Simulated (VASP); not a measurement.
# W (Im-3m) in VASP: a series of runs

W is run at these levels: r2SCAN; tasks: single point, relaxation of the atoms.

Everything below comes from runs of VASP 6.6.1. Logs are shortened: lines on timing, memory, paths and dates and some standing lists are left out, and cuts for length are marked.

### 1 The cell of the first run

Symmetry: Im-3m, No. 229, cubic system. The conventional cell has a = 3.181 Å, b = 3.181 Å, c = 3.181 Å, α = 90.00°, β = 90.00°, γ = 90.00°. W (site symmetry m-3m) has 14 W at 2.76 to 3.18 Å within 3.6 Å.

### 2 Single point, r2SCAN

The input, POSCAR:

```
W
1.0
   -1.5907079400      1.5907079400      1.5907079400
    1.5907079400     -1.5907079400      1.5907079400
    1.5907079400      1.5907079400     -1.5907079400
W
1
Direct
    0.0000000000      0.0000000000      0.0000000000
```

The input, INCAR.step1:

```
  PREC = Accurate
  ENCUT = 520
  ISMEAR = -1
  SIGMA = 0.1
  LREAL = False
  LASPH = True
  NELM = 80
  NBANDS = 13
  GGA = PE
  ALGO = Normal
  EDIFF = 1E-4
  LWAVE = True
  LCHARG = False
```

The input, INCAR.step2:

```
  PREC = Accurate
  ENCUT = 520
  EDIFF = 1E-7
  ISMEAR = -1
  SIGMA = 0.1
  LREAL = False
  LASPH = True
  NELM = 80
  ALGO = Normal
  ISIF = 2
  LWAVE = False
  LCHARG = False
  METAGGA = R2SCAN
  LMIXTAU = True
  NBANDS = 13
  ISTART = 1
```

The input, KPOINTS:

```
Automatic mesh
0
Gamma
  15 15 15
```

Potentials or basis: VASP PAW PBE potentials, release 64 (W_sv).

Started as:

```
$ cat potpaw_PBE.64/W_sv/POTCAR > POTCAR
$ cp INCAR.step1 INCAR
$ mpirun -np 1 vasp_std > vasp.out
$ cp INCAR.step2 INCAR
$ mpirun -np 1 vasp_std > vasp.out
```

OUTCAR:

```text
PREC = Accurate
   ENCUT = 520
   EDIFF = 1E-7
   ISMEAR = -1
   LREAL = False
   LASPH = True
   NELM = 80
   ISIF = 2
   METAGGA = R2SCAN
   ISTART = 1

 ion  position               nearest neighbor table
   1  0.000  0.000  0.000-

  LATTYP: Found a body centered cubic cell.
 ALAT       =     3.1814158800

  Lattice vectors:

 A1 = (  -1.5907079400,   1.5907079400,   1.5907079400)
 A2 = (   1.5907079400,  -1.5907079400,   1.5907079400)
 A3 = (   1.5907079400,   1.5907079400,  -1.5907079400)

Analysis of symmetry for initial positions (statically):
=====================================================================
 Subroutine PRICEL returns:
 Original cell was already a primitive cell.

 Routine SETGRP: Setting up the symmetry group for a
 body centered cubic supercell.

 Subroutine GETGRP returns: Found 48 space group operations
 (whereof 48 operations were pure point group operations)
 out of a pool of 48 trial point group operations.

The static configuration has the point symmetry O_h .

Analysis of symmetry for dynamics (positions and initial velocities):
=====================================================================
 Subroutine PRICEL returns:
 Original cell was already a primitive cell.

 Routine SETGRP: Setting up the symmetry group for a
 body centered cubic supercell.

 Subroutine GETGRP returns: Found 48 space group operations
 (whereof 48 operations were pure point group operations)
 out of a pool of 48 trial point group operations.

The dynamic configuration has the point symmetry O_h .

 Subroutine INISYM returns: Found 48 space group operations
 (whereof 48 operations are pure point group operations),
 and found     1 'primitive' translations

----------------------------------------------------------------------------------------

                                     Primitive cell

  volume of cell :      16.1002

  direct lattice vectors                    reciprocal lattice vectors
    -1.590707940  1.590707940  1.590707940     0.000000000  0.314325457  0.314325457
     1.590707940 -1.590707940  1.590707940     0.314325457  0.000000000  0.314325457
     1.590707940  1.590707940 -1.590707940     0.314325457  0.314325457  0.000000000

  length of vectors
     2.755186972  2.755186972  2.755186972     0.444523324  0.444523324  0.444523324

  position of ions in fractional coordinates (direct lattice)
     0.000000000  0.000000000  0.000000000

  ion indices of the primitive-cell ions
   primitive index   ion index
                 1           1

----------------------------------------------------------------------------------------

 KPOINTS: Automatic mesh

Automatic generation of k-mesh.
 Grid dimensions read from file:
 generate k-points for:   15   15   15

 Generating k-lattice:

  Cartesian coordinates                     Fractional coordinates (reciprocal lattice)
     0.000000000  0.020955030  0.020955030     0.066666667  0.000000000  0.000000000
     0.020955030  0.000000000  0.020955030     0.000000000  0.066666667  0.000000000
     0.020955030  0.020955030  0.000000000     0.000000000  0.000000000  0.066666667

  Length of vectors
     0.029634888  0.029634888  0.029634888

  Shift w.r.t. Gamma in fractional coordinates (k-lattice)
     0.000000000  0.000000000  0.000000000

 Subroutine IBZKPT returns following result:
 ===========================================

 Found    120 irreducible k-points:

 Following reciprocal coordinates:
            Coordinates               Weight
  0.000000  0.000000  0.000000      1.000000
  0.066667  0.000000  0.000000     12.000000
  0.133333  0.000000  0.000000     12.000000
  0.200000  0.000000  0.000000     12.000000
  0.266667  0.000000  0.000000     12.000000
  0.333333  0.000000  0.000000     12.000000
[... 16 lines left out ...]
  0.333333  0.200000  0.000000     48.000000
  0.400000  0.200000  0.000000     24.000000
 [... further k-points ...]
   k-points           NKPTS =    120   k-points in BZ     NKDIM =    120   number of bands    NBANDS=     13
   number of dos      NEDOS =    301   number of ions     NIONS =      1
   total plane-waves  NPLWV =   8000
   dimension x,y,z NGX =    20 NGY =   20 NGZ =   20
   dimension x,y,z NGXF=    40 NGYF=   40 NGZF=   40
   ions per type =               1
   NGX,Y,Z   is equivalent  to a cutoff of  12.07, 12.07, 12.07 a.u.
   NGXF,Y,Z  is equivalent  to a cutoff of  24.14, 24.14, 24.14 a.u.
 SYSTEM =  unknown system
   PREC   = accura    normal or accurate (medium, high low for compatibility)
   ISTART =      1    job   : 0-new  1-cont  2-samecut
   ICHARG =      0    charge: 1-file 2-atom 10-const
   ISPIN  =      1    spin polarized calculation?
   LNONCOLLINEAR =      F non collinear calculations
   LSORBIT =      F    spin-orbit coupling
   LASPH  =      T    aspherical Exc in radial PAW
   ENCUT  =  520.0 eV  38.22 Ry    6.18 a.u.   5.12  5.12  5.12*2*pi/ulx,y,z
   NELM   =     80;   NELMIN=  2; NELMDL=  0     # of ELM steps
   EDIFF  = 0.1E-06   stopping-criterion for ELM
   LREAL  =      F    real-space projection
   EDIFFG = 0.1E-05   stopping-criterion for IOM
   NSW    =      0    number of steps for IOM
   IBRION =     -1    ionic relax: 0-MD 1-quasi-New 2-CG
   NFREE  =      0    steps in history (QN), initial steepest desc. (CG)
   ISIF   =      2    stress and relaxation
   ISYM   =      2    0-nonsym 1-usesym 2-fastsym
   POTIM  = 0.5000    time-step for ionic-motion
   TEBEG  =    0.0;   TEEND  =   0.0 temperature during run
   PSTRESS=    0.0 pullay stress
   NELECT =      14.0000    total number of electrons
   NUPDOWN=      -1.0000    fix difference up-down
   EMIN   =  10.00;   EMAX   =-10.00  energy-range for DOS
   EFERMI =   0.00;   METHOD = LEGACY
   ISMEAR =    -1;   SIGMA  =   0.10  broadening in eV -4-tet -1-fermi 0-gaus
   EFERMI_NEDOS =   21; number of points for ismear=-14 and -15
   IALGO  =     38    algorithm
   IMIX   =      4    mixing-type and parameters
     AMIX     =   0.40;   BMIX     =  1.00
     AMIX_MAG =   1.60;   BMIX_MAG =  1.00
  volume/ion in A,a.u.               =      16.10       108.65
  Fermi-wavevector in a.u.,A,eV,Ry     =   1.562573  2.952835 33.220465  2.441635
  Thomas-Fermi vector in A             =   2.665472
   LORBIT       =      0    0 simple, 1 ext, 2 COOP (PROOUT), +10 PAW based schemes
   METAGGA = R2SCAN    functional components
   LHFCALC =     F    Hartree Fock is set to
   AEXX    =    0.0000 exact exchange contribution
   IVDW    =     0    specifies the selected vdW correction
   LEPSILON=     F    determine dielectric tensor
   LRPA    =     F    only Hartree local field effects (RPA)
 non-spin polarized calculation
  energy-cutoff  :      520.00
  volume of cell :       16.10
 maximum number of plane-waves:       444
   NGX = 11   NGY = 11   NGZ = 11

 number of electron      14.0000001 magnetization

 Free energy of the ion-electron system (eV)
  ---------------------------------------------------
  ext. energy  EPLUGINS =         0.00000000
  ---------------------------------------------------
  free energy    TOTEN  =       -51.35619595 eV

  energy without entropy =      -51.34363262  energy(sigma->0) =      -51.34991429

 E-fermi :  11.0247     XC(G=0): -14.8593

 val. band max:       10.9813125183   @ k =  -0.3333   0.4000   0.2667
 cond. band min:      11.1633698320   @ k =   0.4667   0.0667   0.0000
 fundamental gap:      0.1820573136
 Fermi energy:        11.0246691586

 k-point     1 :       0.0000    0.0000    0.0000
  band No.  band energies     occupation
      1     -65.0719      2.00000
      2     -27.9552      2.00000
      3     -27.9552      2.00000
      4     -27.9552      2.00000
      5       1.0249      2.00000
      6       9.8087      1.99999
      7       9.8087      1.99999
      8       9.8087      1.99999
      9      13.5926      0.00000
     10      13.5926      0.00000
     11      26.2897      0.00000
     12      26.2897      0.00000
     13      26.2897      0.00000

 k-point     2 :       0.0667    0.0000    0.0000
  band No.  band energies     occupation
      1     -65.0658      2.00000
      2     -28.0162      2.00000
      3     -27.9742      2.00000
      4     -27.9555      2.00000
      5       1.2453      2.00000
      6       9.6740      2.00000
      7       9.7756      1.99999
      8      10.0204      1.99991
      9      13.3787      0.00000
     10      13.5923      0.00000
     11      26.4739      0.00000
     12      26.6656      0.00000
     13      26.8108      0.00000

 k-point     3 :       0.1333    0.0000    0.0000
  band No.  band energies     occupation
      1     -65.0487      2.00000
      2     -28.1860      2.00000
      3     -28.0273      2.00000
      4     -27.9563      2.00000
      5       1.8713      2.00000
      6       9.3140      2.00000
      7       9.6274      2.00000
      8      10.6451      1.95606
      9      12.9809      0.00000
     10      13.6070      0.00000
     11      26.8793      0.00000
     12      27.7450      0.00000
     13      28.0137      0.00000
[... 305 lines left out ...]
 k-point    23 :       0.3333    0.2000    0.0000
  band No.  band energies     occupation
      1     -64.9245      2.00000
      2     -29.0827      2.00000
      3     -28.5285      2.00000
      4     -28.0854      2.00000
      5       5.8382      2.00000
      6       7.6735      2.00000
      7       9.2671      2.00000
      8      13.2050      0.00000
      9      14.5396      0.00000
     10      18.7864      0.00000
     11      21.5828      0.00000
     12      25.1869      0.00000
     13      27.8713      0.00000

 k-point    24 :       0.4000    0.2000    0.0000
  band No.  band energies     occupation
      1     -64.9195      2.00000
      2     -29.1035      2.00000
      3     -28.5642      2.00000
      4     -28.0879      2.00000
      5       5.8310      2.00000
      6       7.6484      2.00000
      7       9.5491      2.00000
      8      13.2636      0.00000
      9      14.7052      0.00000
     10      19.5372      0.00000
     11      20.7868      0.00000
     12      24.6531      0.00000
     13      27.7273      0.00000

 [... further k-points ...]

------------------------ aborting loop because EDIFF is reached ----------------------------------------

  FORCE on cell =-STRESS in cart. coord.  units (eV):
  Direction    XX          YY          ZZ          XY          YZ          ZX
  --------------------------------------------------------------------------------------
  -------------------------------------------------------------------------------------
  Total       -0.2562659     -0.2562659     -0.2562659      0.0000000      0.0000000      0.0000000
  in kB      -25.5017501    -25.5017501    -25.5017501      0.0000000      0.0000000      0.0000000
  external PRESSURE =     -25.5017501 kB  Pullay stress =       0.0000000 kB

 VOLUME and BASIS-vectors are now :
 -----------------------------------------------------------------------------
  energy-cutoff  :      520.00
  volume of cell :       16.10
      direct lattice vectors                 reciprocal lattice vectors
    -1.590707940  1.590707940  1.590707940     0.000000000  0.314325457  0.314325457
     1.590707940 -1.590707940  1.590707940     0.314325457  0.000000000  0.314325457
     1.590707940  1.590707940 -1.590707940     0.314325457  0.314325457  0.000000000

 POSITION                                       TOTAL-FORCE (eV/Angst)
 -----------------------------------------------------------------------------------
      0.00000      0.00000      0.00000        -0.000000      0.000000     -0.000000
 -----------------------------------------------------------------------------------
    total drift:                                0.000000     -0.000000      0.000000

  FREE ENERGIE OF THE ION-ELECTRON SYSTEM (eV)
  ---------------------------------------------------
  free  energy   TOTEN  =       -51.3561959508 eV

  energy  without entropy=      -51.3436326223  energy(sigma->0) =      -51.34991429
```

It took 99 s on 1 thread of Intel Xeon Platinum 8375C at 2.90GHz (Ice Lake), shared host; peak memory 0.14 GiB.

What came out:

- Free energy: -51.3562 eV
- Pressure: -2.6 GPa
- Band gap on the k mesh: zero (bands 7 and 8 overlap by 5.96 eV)

Caveat: the PAW data sets were made with another functional, which shifts forces and pressure a little; spin-orbit coupling is left out, which moves the levels of the heavy elements.

### 3 Relaxation of the atoms, r2SCAN

POSCAR is that of step 2.

The input, INCAR.step1:

```
SYSTEM = W
ALGO = Normal
EDIFF = 1E-4
ENCUT = 520
GGA = PE
ISMEAR = -1
LASPH = .True.
LCHARG = .False.
LREAL = .False.
LWAVE = .True.
NELM = 60
PREC = Accurate
SIGMA = 0.1
```

The input, INCAR.step2:

```
SYSTEM = W
ALGO = Normal
EDIFF = 1E-7
EDIFFG = -0.03
ENCUT = 520
IBRION = 2
ISIF = 2
ISMEAR = -1
ISTART = 1
LASPH = .True.
LCHARG = .False.
LMIXTAU = .True.
LREAL = .False.
LWAVE = .False.
METAGGA = R2SCAN
NELM = 60
NSW = 80
PREC = Accurate
SIGMA = 0.1
```

The input, KPOINTS:

```
k-points
0
Gamma
  15 15 15
  0 0 0
```

Potentials or basis: VASP PAW PBE potentials, release 64 (W_sv).

Started as:

```
$ cat potpaw_PBE.64/W_sv/POTCAR > POTCAR
$ cp INCAR.step1 INCAR
$ mpirun -np 1 vasp_std > vasp.out
$ cp INCAR.step2 INCAR
$ mpirun -np 1 vasp_std > vasp.out
```

Wall time 75 s (1 thread of Intel Xeon Platinum 8375C at 2.90GHz (Ice Lake), shared host); peak memory 0.14 GiB.

Results (log left out):

```
Free energy             : -51.3562 eV
Pressure after relaxing : -2.6 GPa
Band gap on the k mesh  : zero (bands 7 and 8 overlap by 5.96 eV)
```

Final structure:
```
W
1.0
    -1.59071    1.59071    1.59071
     1.59071   -1.59071    1.59071
     1.59071    1.59071   -1.59071
W
1
Direct
  0.00000 0.00000 0.00000
```

Levels at points of the mesh, in eV from the Fermi level:
| k point | band 3 | band 4 | band 5 | band 6 | band 7 | band 8 | band 9 | band 10 | band 11 |
| --- | --- | --- | --- | --- | --- | --- | --- | --- | --- |
| (0.00, 0.00, 0.00) | -38.98 | -38.98 | -10.00 | -1.22 | -1.22 | -1.22 | 2.57 | 2.57 | 15.27 |

Caveat: the relaxation stopped at its first step, so nothing moved; the PAW data sets were made with another functional, which shifts forces and pressure a little; spin-orbit coupling is left out, which moves the levels of the heavy elements.
